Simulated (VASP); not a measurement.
# KTaO3 (Pmmm) in VASP: single point with PBEsol

Aim: the single point of KTaO3 with PBEsol.

Everything below comes from runs of VASP 6.6.1. Logs are shortened: lines on timing, memory, paths and dates and some standing lists are left out, and cuts for length are marked.

### 1 The cell of the first run

The structure is orthorhombic, space group Pmmm (No. 47). Conventional cell: a = 3.547 Å, b = 3.985 Å, c = 4.583 Å, α = 90.00°, β = 90.00°, γ = 90.00°. Within 3.6 Å of K (site symmetry mmm) lie 12 O at 2.67 to 3.04 Å and 8 Ta at 3.52 Å and 2 K at 3.55 Å. Within 2.4 Å of Ta (site symmetry mmm) lie 6 O at 1.77 to 2.29 Å. O (site symmetry mmm) has 2 Ta at 2.29 Å and 4 K at 2.67 Å and 8 O at 2.90 to 3.04 Å within 3.1 Å. Within 2.7 Å of O (site symmetry mmm) lie 2 Ta at 1.99 Å and 4 O at 2.67 Å. Within 2.4 Å of O (site symmetry mmm) lie 2 Ta at 1.77 Å.

### 2 Single point, PBEsol (normal strain along x +0.1500, normal strain along z -0.1100)

INCAR

```
ALGO = Normal
EDIFF = 1E-6
ENCUT = 700
GGA = PS
GGA_COMPAT = F
ISIF = 2
ISMEAR = 0
LASPH = T
LCHARG = F
LREAL = F
LWAVE = F
NBANDS = 28
NELM = 120
PREC = Accurate
SIGMA = 0.05
```

KPOINTS

```
k-points
0
Gamma
  8 8 8
```

POSCAR

```
KTaO3
1.0
    4.5831618048      0.0000000000      0.0000000000
    0.0000000000      3.9853580911      0.0000000000
    0.0000000000      0.0000000000      3.5469687011
K Ta O
1 1 3
Direct
    0.5000000000      0.5000000000      0.5000000000
    0.0000000000      0.0000000000      0.0000000000
    0.5000000000      0.0000000000      0.0000000000
    0.0000000000      0.5000000000      0.0000000000
    0.0000000000      0.0000000000      0.5000000000
```

Potentials or basis: VASP PAW PBE potentials, release 64 (K_sv, Ta_sv_GW, O).

The run is started by

```console
$ cat potpaw_PBE.64/K_sv/POTCAR potpaw_PBE.64/Ta_sv_GW/POTCAR potpaw_PBE.64/O/POTCAR > POTCAR
$ mpirun -np 1 vasp_std > vasp.out
```

OUTCAR:

```text
EDIFF = 1E-6
   ENCUT = 700
   GGA = PS
   ISIF = 2
   ISMEAR = 0
   LASPH = T
   LREAL = F
   NELM = 120
   PREC = Accurate

 ion  position               nearest neighbor table
   1  0.500  0.500  0.500-   3 2.67   3 2.67   3 2.67   3 2.67   2 3.52   2 3.52   2 3.52   2 3.52
                             2 3.52   2 3.52   2 3.52   2 3.52
   2  0.000  0.000  0.000-   5 1.77   5 1.77   4 1.99   4 1.99   3 2.29   3 2.29   1 3.52   1 3.52
                             1 3.52   1 3.52   1 3.52   1 3.52   1 3.52   1 3.52
   3  0.500  0.000  0.000-   2 2.29   2 2.29   1 2.67   1 2.67   1 2.67   1 2.67
   4  0.000  0.500  0.000-   2 1.99   2 1.99
   5  0.000  0.000  0.500-   2 1.77   2 1.77

  LATTYP: Found a simple orthorhombic cell.
 ALAT       =     3.5469687011
 B/A-ratio  =     1.1235955056
 C/A-ratio  =     1.2921348315

  Lattice vectors:

 A1 = (   0.0000000000,   0.0000000000,  -3.5469687011)
 A2 = (   0.0000000000,   3.9853580911,   0.0000000000)
 A3 = (   4.5831618048,   0.0000000000,   0.0000000000)

Analysis of symmetry for initial positions (statically):
=====================================================================
 Subroutine PRICEL returns:
 Original cell was already a primitive cell.

 Routine SETGRP: Setting up the symmetry group for a
 simple orthorhombic supercell.

 Subroutine GETGRP returns: Found  8 space group operations
 (whereof  8 operations were pure point group operations)
 out of a pool of  8 trial point group operations.

The static configuration has the point symmetry D_2h.

Analysis of symmetry for dynamics (positions and initial velocities):
=====================================================================
 Subroutine PRICEL returns:
 Original cell was already a primitive cell.

 Routine SETGRP: Setting up the symmetry group for a
 simple orthorhombic supercell.

 Subroutine GETGRP returns: Found  8 space group operations
 (whereof  8 operations were pure point group operations)
 out of a pool of  8 trial point group operations.

The dynamic configuration has the point symmetry D_2h.

 Subroutine INISYM returns: Found  8 space group operations
 (whereof  8 operations are pure point group operations),
 and found     1 'primitive' translations

----------------------------------------------------------------------------------------

                                     Primitive cell

[... 96 lines left out ...]
   EDIFF  = 0.1E-05   stopping-criterion for ELM
   LREAL  =      F    real-space projection
   EDIFFG = 0.1E-04   stopping-criterion for IOM
   NSW    =      0    number of steps for IOM
   IBRION =     -1    ionic relax: 0-MD 1-quasi-New 2-CG
   NFREE  =      0    steps in history (QN), initial steepest desc. (CG)
   ISIF   =      2    stress and relaxation
   ISYM   =      2    0-nonsym 1-usesym 2-fastsym
   POTIM  = 0.5000    time-step for ionic-motion
   TEBEG  =    0.0;   TEEND  =   0.0 temperature during run
   PSTRESS=    0.0 pullay stress
   NELECT =      40.0000    total number of electrons
   NUPDOWN=      -1.0000    fix difference up-down
   EMIN   =  10.00;   EMAX   =-10.00  energy-range for DOS
   EFERMI =   0.00;   METHOD = LEGACY
   ISMEAR =     0;   SIGMA  =   0.05  broadening in eV -4-tet -1-fermi 0-gaus
   EFERMI_NEDOS =   21; number of points for ismear=-14 and -15
   IALGO  =     38    algorithm
   IMIX   =      4    mixing-type and parameters
     AMIX     =   0.40;   BMIX     =  1.00
     AMIX_MAG =   1.60;   BMIX_MAG =  1.00
  volume/ion in A,a.u.               =      12.96        87.44
  Fermi-wavevector in a.u.,A,eV,Ry     =   1.394007  2.634291 26.439585  1.943255
  Thomas-Fermi vector in A             =   2.517598
   LORBIT       =      0    0 simple, 1 ext, 2 COOP (PROOUT), +10 PAW based schemes
   GGA     = PS    functional components
   LHFCALC =     F    Hartree Fock is set to
   AEXX    =    0.0000 exact exchange contribution
   IVDW    =     0    specifies the selected vdW correction
   LEPSILON=     F    determine dielectric tensor
   LRPA    =     F    only Hartree local field effects (RPA)
 non-spin polarized calculation
 Gauss-broadening in eV      SIGMA  =   0.05
  energy-cutoff  :      700.00
  volume of cell :       64.79
 maximum number of plane-waves:      2749
 NGX is ok and might be reduce to    40
   NGX = 19   NGY = 17   NGZ = 15

 number of electron      40.0000005 magnetization

 Free energy of the ion-electron system (eV)
  ---------------------------------------------------
  ext. energy  EPLUGINS =         0.00000000
  ---------------------------------------------------
  free energy    TOTEN  =       -43.08321698 eV

  energy without entropy =      -43.08321698  energy(sigma->0) =      -43.08321698

 E-fermi :   3.5016     XC(G=0): -11.1213

 val. band max:        3.2081484563   @ k =   0.5000   0.5000   0.5000
 cond. band min:       4.7549215238   @ k =   0.0000   0.0000   0.0000
 fundamental gap:      1.5467730674
 Fermi energy:         3.5015612567

 k-point     1 :       0.0000    0.0000    0.0000
  band No.  band energies     occupation
      1     -64.6646      2.00000
      2     -31.6149      2.00000
      3     -31.1283      2.00000
      4     -31.0686      2.00000
      5     -24.0501      2.00000
      6     -16.2460      2.00000
[... 733 lines left out ...]
     27      12.9955      0.00000
     28      14.1190      0.00000

 [... further k-points ...]

------------------------ aborting loop because EDIFF is reached ----------------------------------------

  FORCE on cell =-STRESS in cart. coord.  units (eV):
  Direction    XX          YY          ZZ          XY          YZ          ZX
  --------------------------------------------------------------------------------------
  -------------------------------------------------------------------------------------
  Total      -11.8610255      0.0914203     28.8944138      0.0000000     -0.0000000      0.0000000
  in kB     -293.3208453      2.2608057    714.5532092      0.0000000     -0.0000000      0.0000000
  external PRESSURE =     141.1643899 kB  Pullay stress =       0.0000000 kB

 VOLUME and BASIS-vectors are now :
 -----------------------------------------------------------------------------
  energy-cutoff  :      700.00
  volume of cell :       64.79
      direct lattice vectors                 reciprocal lattice vectors
     4.583161805  0.000000000  0.000000000     0.218189984  0.000000000  0.000000000
     0.000000000  3.985358091  0.000000000     0.000000000  0.250918481  0.000000000
     0.000000000  0.000000000  3.546968701     0.000000000  0.000000000  0.281930878

 POSITION                                       TOTAL-FORCE (eV/Angst)
 -----------------------------------------------------------------------------------
      2.29158      1.99268      1.77348         0.000000      0.000000      0.000000
      0.00000      0.00000      0.00000         0.000000      0.000000      0.000000
      2.29158      0.00000      0.00000         0.000000      0.000000      0.000000
      0.00000      1.99268      0.00000         0.000000      0.000000      0.000000
      0.00000      0.00000      1.77348         0.000000      0.000000      0.000000
 -----------------------------------------------------------------------------------
    total drift:                               -0.000000      0.000000     -0.000000

  FREE ENERGIE OF THE ION-ELECTRON SYSTEM (eV)
  ---------------------------------------------------
  free  energy   TOTEN  =       -43.0832169839 eV

  energy  without entropy=      -43.0832169839  energy(sigma->0) =      -43.08321698
```

OSZICAR:

```text
N       E                     dE             d eps       ncg     rms          rms(c)
DAV:   1     0.395621998939E+03    0.39562E+03   -0.26447E+04  7000   0.179E+03
DAV:   2    -0.276175884594E+02   -0.42324E+03   -0.40896E+03  8828   0.423E+02
DAV:   3    -0.522005926881E+02   -0.24583E+02   -0.24463E+02  9624   0.105E+02
[... 17 lines left out ...]
DAV:  21    -0.430833541004E+02    0.81476E-03   -0.97601E-04  9928   0.189E-01    0.134E+01
DAV:  22    -0.430832309296E+02    0.12317E-03   -0.26727E-04 11620   0.893E-02    0.731E+00
DAV:  23    -0.430832215725E+02    0.93571E-05   -0.25975E-05 11528   0.282E-02    0.496E+00
DAV:  24    -0.430832178087E+02    0.37638E-05   -0.42412E-06  8132   0.136E-02    0.401E+00
DAV:  25    -0.430832169839E+02    0.82480E-06   -0.10524E-06  5804   0.621E-03
   1 F= -.43083217E+02 E0= -.43083217E+02  d E =-.610347E-19
```

Wall time 14 min (1 thread of AMD EPYC, shared host); peak memory 0.44 GiB.

What came out:

* Free energy: -43.0832 eV
* Pressure: 14.1 GPa
* Band gap on the k mesh: 1.55 eV (least direct gap 1.63 eV)

Levels at points of the mesh, in eV from the valence-band top:
| k point | band 17 | band 18 | band 19 | band 20 | band 21 | band 22 | band 23 | band 24 |
| --- | --- | --- | --- | --- | --- | --- | --- | --- |
| (0.00, 0.00, 0.00) | -0.98 | -0.84 | -0.26 | -0.09 | 1.55 | 1.76 | 1.85 | 3.50 |
| (0.50, 0.00, 0.00) | -1.54 | -1.12 | -1.00 | -0.93 | 1.89 | 3.19 | 3.20 | 6.74 |
| (0.00, 0.50, 0.00) | -1.60 | -1.17 | -1.14 | -0.40 | 1.89 | 3.96 | 4.57 | 4.58 |
| (0.50, 0.50, 0.00) | -2.93 | -1.48 | -1.27 | -0.33 | 3.23 | 4.57 | 5.06 | 7.72 |
| (0.00, 0.00, 0.50) | -2.22 | -1.29 | -0.93 | -0.73 | 1.91 | 4.21 | 6.41 | 6.45 |
| (0.50, 0.00, 0.50) | -2.03 | -1.89 | -1.65 | -0.55 | 3.32 | 6.42 | 6.78 | 7.04 |
| (0.00, 0.50, 0.50) | -1.55 | -0.67 | -0.63 | -0.46 | 4.44 | 4.70 | 6.39 | 7.48 |
| (0.50, 0.50, 0.50) | -3.38 | -0.60 | -0.11 | 0.00 | 5.26 | 6.89 | 7.54 | 7.62 |

Caveat: the cell differs from its parent crystal (normal strain along x +0.1500, normal strain along z -0.1100); the stress differs along the axes, from -29 to 71 GPa; the PAW data sets were made with another functional, which shifts forces and pressure a little; spin-orbit coupling is left out, which moves the levels of the heavy elements.
